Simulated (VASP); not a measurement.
# MoS2 (P6_3/mmc) in VASP: a series of runs

Runs on MoS2. Level: PBE. Tasks: electric field gradients.

All numbers are computed with VASP 6.6.1; they aren't measurements. Logs are shortened: lines on timing, memory, paths and dates and some standing lists are left out, and cuts for length are marked.

## Step 1: The cell of the first run

Symmetry: P6_3/mmc, No. 194, hexagonal system. Conventional cell: a = 3.161 Å, b = 3.161 Å, c = 11.926 Å, α = 90.00°, β = 90.00°, γ = 120.00°. Within 3.1 Å of Mo (site symmetry -6m2) lie 6 S at 2.34 Å. S (site symmetry 3m) has 3 Mo at 2.34 Å and 1 S at 2.92 Å within 3.1 Å.

## Step 2: Electric field gradients, PBE (zz strain of -3 %)

INCAR reads:

```
SYSTEM = MoS2
PREC     = Accurate       ! precision mode
ENCUT    = 520            ! plane-wave cutoff, eV
EDIFF    = 1E-8           ! SCF threshold, eV
ISMEAR   = -1             ! smearing method
SIGMA    = 0.03           ! smearing width, eV
LREAL    = .False.        ! projectors in reciprocal space
LASPH    = .True.         ! aspherical terms in the spheres
NELM     = 60             ! most SCF steps
ALGO     = Normal         ! electronic algorithm
ISIF     = 2              ! what is computed and relaxed
LWAVE    = .False.        ! write WAVECAR
LCHARG   = .False.        ! write CHGCAR
GGA      = PE             ! functional
LEFG     = .True.       
NBANDS   = 35             ! bands
```

KPOINTS reads:

```
Automatic mesh
0
Gamma
  10 10 3
  0 0 0
```

POSCAR reads:

```
MoS2
1.0
    3.1610016016      0.0000000000      0.0000000000
   -1.5805008008      2.7375076884      0.0000000000
    0.0000000000      0.0000000000     11.9261500000
Mo S
2 4
Direct
    0.3333333333      0.6666666667      0.2500000000
    0.6666666667      0.3333333333      0.7500000000
    0.3333333333      0.6666666667      0.6275000000
    0.6666666667      0.3333333333      0.1275000000
    0.3333333333      0.6666666667      0.8725000000
    0.6666666667      0.3333333333      0.3725000000
```

Potentials or basis: VASP PAW PBE potentials, release 64 (Mo_sv, S).

Started as:

```
> cat potpaw_PBE.64/Mo_sv/POTCAR potpaw_PBE.64/S/POTCAR > POTCAR
> mpirun -np 1 vasp_std > vasp.out
```

OUTCAR:

```text
SYSTEM = MoS2
   PREC = Accurate
   ENCUT = 520
   EDIFF = 1E-8
   ISMEAR = -1
   LREAL = .False.
   LASPH = .True.
   NELM = 60
   ISIF = 2
   GGA = PE

 ion  position               nearest neighbor table
   1  0.333  0.667  0.250-   4 2.34   6 2.34   4 2.34   6 2.34   4 2.34   6 2.34
   2  0.667  0.333  0.750-   3 2.34   5 2.34   3 2.34   5 2.34   3 2.34   5 2.34
   3  0.333  0.667  0.627-   2 2.34   2 2.34   2 2.34
   4  0.667  0.333  0.127-   1 2.34   1 2.34   1 2.34
   5  0.333  0.667  0.873-   2 2.34   2 2.34   2 2.34
   6  0.667  0.333  0.373-   1 2.34   1 2.34   1 2.34

  LATTYP: Found a hexagonal cell.
 ALAT       =     3.1610016016
 C/A-ratio  =     3.7729022326

  Lattice vectors:

 A1 = (   3.1610016016,   0.0000000000,   0.0000000000)
 A2 = (  -1.5805008008,   2.7375076884,   0.0000000000)
 A3 = (   0.0000000000,   0.0000000000,  11.9261500000)

Analysis of symmetry for initial positions (statically):
=====================================================================
 Subroutine PRICEL returns:
 Original cell was already a primitive cell.

 Routine SETGRP: Setting up the symmetry group for a
 hexagonal supercell.

 Subroutine GETGRP returns: Found 24 space group operations
 (whereof 12 operations were pure point group operations)
 out of a pool of 24 trial point group operations.

The static configuration has the point symmetry D_3d.
 The point group associated with its full space group is D_6h.

Analysis of symmetry for dynamics (positions and initial velocities):
=====================================================================
 Subroutine PRICEL returns:
 Original cell was already a primitive cell.

 Routine SETGRP: Setting up the symmetry group for a
 hexagonal supercell.

 Subroutine GETGRP returns: Found 24 space group operations
 (whereof 12 operations were pure point group operations)
 out of a pool of 24 trial point group operations.

The dynamic configuration has the point symmetry D_3d.
 The point group associated with its full space group is D_6h.

 Subroutine INISYM returns: Found 24 space group operations
 (whereof 12 operations are pure point group operations),
[... 157 lines left out ...]
 Fermi energy:         8.5778337028

 k-point     1 :       0.0000    0.0000    0.0000
  band No.  band energies     occupation
      1     -53.5069      2.00000
      2     -53.5069      2.00000
      3     -27.6949      2.00000
      4     -27.6948      2.00000
      5     -27.4952      2.00000
      6     -27.4952      2.00000
[... 901 lines left out ...]
     34      12.1132      0.00000
     35      14.0060      0.00000

 [... further k-points ...]

------------------------ aborting loop because EDIFF is reached ----------------------------------------

  FORCE on cell =-STRESS in cart. coord.  units (eV):
  Direction    XX          YY          ZZ          XY          YZ          ZX
  --------------------------------------------------------------------------------------
  -------------------------------------------------------------------------------------
  Total        6.7468308      6.7468308     14.9538740      0.0000000      0.0000000      0.0000000
  in kB      104.7442201    104.7442201    232.1581681      0.0000000      0.0000000      0.0000000
  external PRESSURE =     147.2155361 kB  Pullay stress =       0.0000000 kB

 VOLUME and BASIS-vectors are now :
 -----------------------------------------------------------------------------
  energy-cutoff  :      520.00
  volume of cell :      103.20
      direct lattice vectors                 reciprocal lattice vectors
     3.161001602  0.000000000  0.000000000     0.316355423  0.182647889  0.000000000
    -1.580500801  2.737507688  0.000000000     0.000000000  0.365295778  0.000000000
     0.000000000  0.000000000 11.926150000     0.000000000  0.000000000  0.083849356

 POSITION                                       TOTAL-FORCE (eV/Angst)
 -----------------------------------------------------------------------------------
     -0.00000      1.82501      2.98154         0.000000     -0.000000      0.000000
      1.58050      0.91250      8.94461        -0.000000      0.000000      0.000000
     -0.00000      1.82501      7.48366        -0.000000     -0.000000     -2.203982
      1.58050      0.91250      1.52058         0.000000     -0.000000     -2.203982
     -0.00000      1.82501     10.40557        -0.000000      0.000000      2.203982
      1.58050      0.91250      4.44249         0.000000      0.000000      2.203982
 -----------------------------------------------------------------------------------
    total drift:                               -0.000000      0.000000     -0.000000

  FREE ENERGIE OF THE ION-ELECTRON SYSTEM (eV)
  ---------------------------------------------------
  free  energy   TOTEN  =       -43.1072411867 eV

  energy  without entropy=      -43.1072352707  energy(sigma->0) =      -43.10723823

 Electric field gradients (V/A^2)
---------------------------------------------------------------------
 ion       V_xx      V_yy      V_zz      V_xy      V_xz      V_yz
---------------------------------------------------------------------
   1      52.976    52.975  -105.950    -0.001     0.000    -0.000
   2      52.976    52.975  -105.950    -0.001    -0.000     0.000
   3      33.991    33.991   -67.982     0.000     0.000    -0.000
   4      33.991    33.991   -67.982     0.000    -0.000     0.000
   5      33.991    33.991   -67.982     0.000    -0.000     0.000
   6      33.991    33.991   -67.982     0.000     0.000    -0.000
---------------------------------------------------------------------

 Electric field gradients after diagonalization (V/A^2)
 (convention: |V_zz| > |V_xx| > |V_yy|)
----------------------------------------------------------------------
 ion       V_xx      V_yy      V_zz     asymmetry (V_yy - V_xx)/ V_zz
----------------------------------------------------------------------
   1      52.976    52.974  -105.950       0.000
   2      52.976    52.974  -105.950       0.000
   3      33.992    33.991   -67.982       0.000
   4      33.992    33.991   -67.982       0.000
   5      33.992    33.991   -67.982       0.000
   6      33.992    33.991   -67.982       0.000
----------------------------------------------------------------------

           NMR quadrupolar parameters

 Cq : quadrupolar parameter    Cq=e*Q*V_zz/h
 eta: asymmetry parameters     (V_yy - V_xx)/ V_zz
 Q  : nuclear electric quadrupole moment in mb (millibarn)
----------------------------------------------------------------------
 ion       Cq(MHz)       eta       Q (mb)
----------------------------------------------------------------------
   1      -0.256       0.000       1.000
   2      -0.256       0.000       1.000
   3      -0.164       0.000       1.000
   4      -0.164       0.000       1.000
   5      -0.164       0.000       1.000
   6      -0.164       0.000       1.000
----------------------------------------------------------------------
```

OSZICAR:

```text
N       E                     dE             d eps       ncg     rms          rms(c)
DAV:   1     0.450036737520E+03    0.45004E+03   -0.29533E+04  2136   0.142E+03
DAV:   2    -0.231319488249E+02   -0.47317E+03   -0.45833E+03  2343   0.370E+02
DAV:   3    -0.454263949262E+02   -0.22294E+02   -0.21893E+02  2424   0.747E+01
DAV:   4    -0.458621824683E+02   -0.43579E+00   -0.43487E+00  2323   0.105E+01
DAV:   5    -0.458707662699E+02   -0.85838E-02   -0.85821E-02  2350   0.146E+00    0.403E+01
DAV:   6    -0.436111562176E+02    0.22596E+01   -0.11066E+01  2148   0.214E+01    0.140E+01
DAV:   7    -0.433439774779E+02    0.26718E+00   -0.37706E+00  2066   0.124E+01    0.917E+00
DAV:   8    -0.431050954335E+02    0.23888E+00   -0.61985E-01  2144   0.541E+00    0.286E+00
DAV:   9    -0.431121819109E+02   -0.70865E-02   -0.66125E-02  2289   0.127E+00    0.126E+00
DAV:  10    -0.431074024607E+02    0.47795E-02   -0.26242E-02  2149   0.104E+00    0.354E-01
DAV:  11    -0.431073060500E+02    0.96411E-04   -0.16949E-03  2153   0.259E-01    0.113E-01
DAV:  12    -0.431072169615E+02    0.89089E-04   -0.28660E-04  2234   0.788E-02    0.413E-02
DAV:  13    -0.431072390556E+02   -0.22094E-04   -0.91255E-05  2188   0.406E-02    0.135E-02
DAV:  14    -0.431072404825E+02   -0.14269E-05   -0.44110E-06  2338   0.997E-03    0.109E-02
DAV:  15    -0.431072411985E+02   -0.71594E-06   -0.25788E-06  2163   0.829E-03    0.833E-03
DAV:  16    -0.431072411883E+02    0.10127E-07   -0.99474E-07  2303   0.628E-03    0.559E-03
DAV:  17    -0.431072411867E+02    0.16107E-08   -0.50975E-08  2050   0.104E-03
   1 F= -.43107241E+02 E0= -.43107238E+02  d E =-.591604E-05
```

stdout:

```text
POSCAR found type information on POSCAR MoS
 POSCAR found :  2 types and       6 ions
 scaLAPACK will be used
 LDA part: xc-table for (Slater+PW92), standard interpolation
 POSCAR, INCAR and KPOINTS ok, starting setup
 FFT: planning ... GRIDC
 FFT: planning ... GRID_SOFT
 FFT: planning ... GRID
 WAVECAR not read
 entering main loop
ion   1

ion   2

ion   3

ion   4

ion   5

ion   6
```

It took 47 s on 1 thread of AMD EPYC 9R45 (Zen 5), shared host; peak memory 0.22 GiB.

What came out:

- Free energy: -43.1072 eV
- Pressure: 14.7 GPa
- Largest force: 2.204 eV/Å
- Band gap on the k mesh: 0.48 eV, indirect (least direct gap 1.74 eV)

Forces on the atoms (eV/Å):
```
Mo   0.000  0.000  0.000
Mo   0.000  0.000  0.000
S    0.000  0.000 -2.204
S    0.000  0.000 -2.204
S    0.000  0.000  2.204
S    0.000  0.000  2.204
```

Levels at points of the mesh, in eV from the valence-band top:
```csv
k point,band 24,band 25,band 26,band 27,band 28,band 29
"(0.00, 0.00, 0.00)",-1.28,-1.23,0.00,1.74,1.74,1.76
"(0.50, 0.00, 0.00)",-2.29,-1.88,-1.68,1.08,1.14,1.64
```

Electric field gradients, principal values (V/Å²):
```csv
atom,least,middle,greatest (by size)
1 Mo,52.974,52.976,-105.950
2 Mo,52.974,52.976,-105.950
3 S,33.991,33.992,-67.982
4 S,33.991,33.992,-67.982
5 S,33.991,33.992,-67.982
6 S,33.991,33.992,-67.982
```

Caveat: the cell differs from its parent crystal (zz strain of -3 %); without QUAD_EFG the Cq values of the log hold for a quadrupole moment of 1 mb, not for the nuclei; this functional lacks dispersion, which binds the layers, so the pressure and a relaxed spacing across them are unreliable; forces of over 1 eV/Å act on the atoms, so gaps and moduli don't describe the material at rest.

(Part 1 of 3 ends here.)
